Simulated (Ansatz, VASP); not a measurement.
## Si3Te: VASP beside Ansatz

```
Si Te
1.0
     5.77430    0.00000    0.00000
    -2.88715    5.00069    0.00000
     0.00000    0.00000    2.76721
Si Te
3 1
Direct
  0.50000 0.00000 0.00000
  0.00000 0.50000 0.00000
  0.50000 0.50000 0.00000
  0.00000 0.00000 0.00000
```

Alike in both runs: functional PBE; k mesh 12 × 12 × 18; occupations gaussian, width 0.1 eV; no spin polarisation.

Ansatz relaxed the structure, and its values are those at the end. VASP's run is a single point on that final structure, the one shown.

|  | VASP | Ansatz |
| --- | --- | --- |
| version | VASP 6.6.1 | Ansatz 0.2.0 |
| potentials or method | VASP PAW PBE potentials, release 64 (Si, Te), cutoff 520 eV | scalar-relativistic, plane waves, PAW |
| valence electrons in the cell | 18 | 28 |

```tsv
	VASP	Ansatz	Ansatz less VASP
gap on the k mesh at the Fermi level (eV)	none	none	-
pressure (GPa)	0.0	0.0	-0.01
```

A gap of «none» marks a metal or a gap that the smearing closes. VASP's potentials hold 18 valence electrons a cell and Ansatz's 28, so a difference there can come from the potentials and not from the codes.

Neither program's run includes spin-orbit coupling.
